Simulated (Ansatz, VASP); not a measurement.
# Ge4P: VASP beside Ansatz

INCAR

```
SYSTEM = Ge4P
ALGO = Normal ; EDIFF = 1E-7
ENCUT = 520 ; GGA = PE
ISIF = 2 ; ISMEAR = 0
LASPH = .TRUE. ; LCHARG = .FALSE.
LREAL = .FALSE. ; LWAVE = .FALSE.
NBANDS = 72 ; NELM = 80
PREC = Accurate ; SIGMA = 0.1
```

Contents of KPOINTS:

```
k-points
0
G
  4 4 4
  0 0 0
```

Contents of POSCAR:

```
Ge4P
1.0
    4.1760530600     -3.1524038500      0.0000000000
    4.1760530600      3.1524038500      0.0000000000
    0.0000000000      0.0000000000      6.4446458000
Ge P
8 2
Direct
    0.7720744500      0.7720744500      0.0000000000
    0.2720744500      0.2720744500      0.5000000000
    0.2279255500      0.2279255500      0.0000000000
    0.7279255500      0.7279255500      0.5000000000
    0.3019311800      0.6980688200      0.7026450000
    0.6980688200      0.3019311800      0.2973550000
    0.8019311800      0.1980688200      0.7973550000
    0.1980688200      0.8019311800      0.2026450000
    0.0000000000      0.0000000000      0.0000000000
    0.5000000000      0.5000000000      0.5000000000
```

Input for Ansatz:

```yaml
crystal:
  lattice:
    - [4.17605306, -3.15240385, 0.0]
    - [4.17605306, 3.15240385, 0.0]
    - [0.0, 0.0, 6.4446458]
  atoms:
    - { symbol: Ge, position: [0.77207445, 0.77207445, 0.0] }
    - { symbol: Ge, position: [0.27207445, 0.27207445, 0.5] }
    - { symbol: Ge, position: [0.22792555, 0.22792555, 0.0] }
    - { symbol: Ge, position: [0.72792555, 0.72792555, 0.5] }
    - { symbol: Ge, position: [0.30193118, 0.69806882, 0.702645] }
    - { symbol: Ge, position: [0.69806882, 0.30193118, 0.297355] }
    - { symbol: Ge, position: [0.80193118, 0.19806882, 0.797355] }
    - { symbol: Ge, position: [0.19806882, 0.80193118, 0.202645] }
    - { symbol: P, position: [0.0, 0.0, 0.0] }
    - { symbol: P, position: [0.5, 0.5, 0.5] }
basis:
  ecutwfc: 420
kpoints:
  mp_grid: { grid: [4, 4, 4] }
hamiltonian:
  xc: pbe
scf:
  occupations: { method: gaussian, width: 0.1 }
  lower_state_search: "off"
output:
  forces: true
  stress: true
  eigenvalues: true
```

Alike in both runs: task single point; functional PBE; k mesh 4 × 4 × 4; occupations gaussian, width 0.1 eV; no spin polarisation.

|  | VASP | Ansatz |
| --- | --- | --- |
| version | VASP 6.6.1 | Ansatz 0.2.0 |
| potentials or method | VASP PAW PBE potentials, release 64 (Ge_d, P), cutoff 520 eV | scalar-relativistic, plane waves, PAW |
| valence electrons in the cell | 122 | 122 |

|  | VASP | Ansatz | Ansatz less VASP |
| --- | --- | --- | --- |
| gap on the k mesh at the Fermi level (eV) | none | none | - |
| rms of the force components (eV/Å) | 6.867 | 6.896 | +0.0290 |

Atom by atom the forces differ by 0.031 eV/Å (rms over components). A gap of «none» marks a metal or a gap that the smearing closes. With one functional, cell and mesh, what is left measures potentials, basis and numerics.
